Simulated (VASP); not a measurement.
Here is a VASP 6.6.1 calculation.

Contents of INCAR:

```
PREC = Accurate
ENCUT = 520
EDIFF = 1E-7
ISMEAR = 0
SIGMA = 0.1
LREAL = F
LASPH = T
NELM = 100
ALGO = Fast
ISIF = 2
LWAVE = F
LCHARG = F
GGA = PE
NBANDS = 40
```

File KPOINTS:

```
Automatic mesh
0
Gamma
  6 6 4
```

The input POSCAR:

```
SnBi3O
1.0
    6.6947307462      0.0000000038      0.0000000000
   -3.3473653764      5.7978068958      0.0000000000
    0.0000000000      0.0000000000      3.9545914511
Sn Bi O
1 3 1
Direct
    0.0000000000      0.0000000000      0.5000000000
    0.4994137896      0.0000000000      0.5000000000
    0.0000000000      0.4994137896      0.5000000000
    0.5005862104      0.5005862104      0.5000000000
    0.0000000000      0.0000000000      0.0000000000
```

Potentials or basis: VASP PAW PBE potentials, release 64 (Sn_d, Bi_d, O).

Run with:

```bash
$ cat potpaw_PBE.64/Sn_d/POTCAR potpaw_PBE.64/Bi_d/POTCAR potpaw_PBE.64/O/POTCAR > POTCAR
$ mpirun -np 1 vasp_std > vasp.out
```

**Question.** Predict the pressure.

**Answer.** 0.1 GPa.

**Question.** Estimate the band gap on the k mesh.

**Answer.** Zero (an odd number of electrons rules out a gap without spin polarisation).

Caveat: the k points lie up to 0.40 Å⁻¹ apart, too coarse for converged energies and pressures of a metal; spin-orbit coupling is left out, which moves the levels of the heavy elements.
